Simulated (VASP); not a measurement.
Set up this calculation in VASP 6.6.1, as the native input.

```yaml
Task: single point
Functional: RPBE
Dispersion: D4
Potentials_or_basis: VASP PAW PBE potentials, release 64 (Hf_pv, B)
Cutoff: 520 eV
k_mesh: 10 × 10 × 8
Occupations: fermi-dirac, width 0.05 eV
Spin: no spin polarisation
Dipole_correction: no
Further_INCAR_settings: ALGO = Normal; EDIFF = 1e-06; NBANDS = 15
```

The structure of HfB2 lies in POSCAR:

```
HfB2
1.0
    3.1203959866      0.0000000000      0.0000000000
   -1.5601979933      2.7023421942      0.0000000000
    0.0000000000      0.0000000000      3.4280577227
Hf B
1 2
Direct
    0.0000000000      0.0000000000      0.0000000000
    0.6666666667      0.3333333333      0.5000000000
    0.3333333333      0.6666666667      0.5000000000
```

The input as run:

INCAR

```
  PREC = Accurate
  ENCUT = 520
  EDIFF = 1E-6
  ISMEAR = -1
  SIGMA = 0.05
  LREAL = F
  LASPH = T
  NELM = 60
  ALGO = Normal
  ISIF = 2
  LWAVE = F
  LCHARG = T
  GGA = RP
  IVDW = 13
  LELF = T
  LVHAR = T
  NBANDS = 15
```

KPOINTS

```
Automatic mesh
0
Gamma
  10 10 8
```

Potentials or basis: VASP PAW PBE potentials, release 64 (Hf_pv, B).

The run is started by

```console
$ cat potpaw_PBE.64/Hf_pv/POTCAR potpaw_PBE.64/B/POTCAR > POTCAR
$ mpirun -np 1 vasp_std > vasp.out
```

Results of the run:

```
Pressure                   : -0.4 GPa
Band gap on the k mesh     : zero (band 8 reaches 8.52 eV, above the bottom of band 9 at 7.75 eV)
Dispersion energy per atom : -0.642 eV
```

Caveat: the PAW data sets were made with another functional, which shifts forces and pressure a little; spin-orbit coupling is left out, which moves the levels of the heavy elements; pairwise dispersion overbinds metals, which lowers pressure and volume.

It took 13 s on 1 thread of Intel(R) Xeon(R) Platinum 8488C (Sapphire Rapids), with other jobs on the host, peak memory 0.16 GiB.
